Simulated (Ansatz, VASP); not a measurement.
AgCl in VASP and in Ansatz

```
CELL_PARAMETERS angstrom
0.00000 2.77317 2.77317
2.77317 0.00000 2.77317
2.77317 2.77317 0.00000
ATOMIC_POSITIONS crystal
Ag 0.00000 0.00000 0.00000
Cl 0.50000 0.50000 0.50000
```

Alike in both runs: task single point; functional r2SCAN; k mesh 6 × 6 × 6; no spin polarisation.

|  | VASP | Ansatz |
| --- | --- | --- |
| version | VASP 6.6.1 | Ansatz 0.2.0 |
| potentials or method | VASP PAW PBE potentials, release 64 (Ag, Cl) | plane waves, PAW |
| plane-wave cutoff (eV) | 520 | 500 |
| occupations | gaussian, width 0.01 eV | fixed |
| valence electrons in the cell | 18 | 26 |

VASP gave:

```
gap on the k mesh at the Fermi level (eV) : 1.42
pressure (GPa)                            : -0.1
```

Question: What did Ansatz give for the same quantities?

Answer: gap on the k mesh at the Fermi level (eV): 1.48; pressure (GPa): 0.0.

VASP's potentials were made for PBE, not for r2SCAN. VASP's potentials hold 18 valence electrons a cell and Ansatz's 26, so a difference there can come from the potentials and not from the codes.
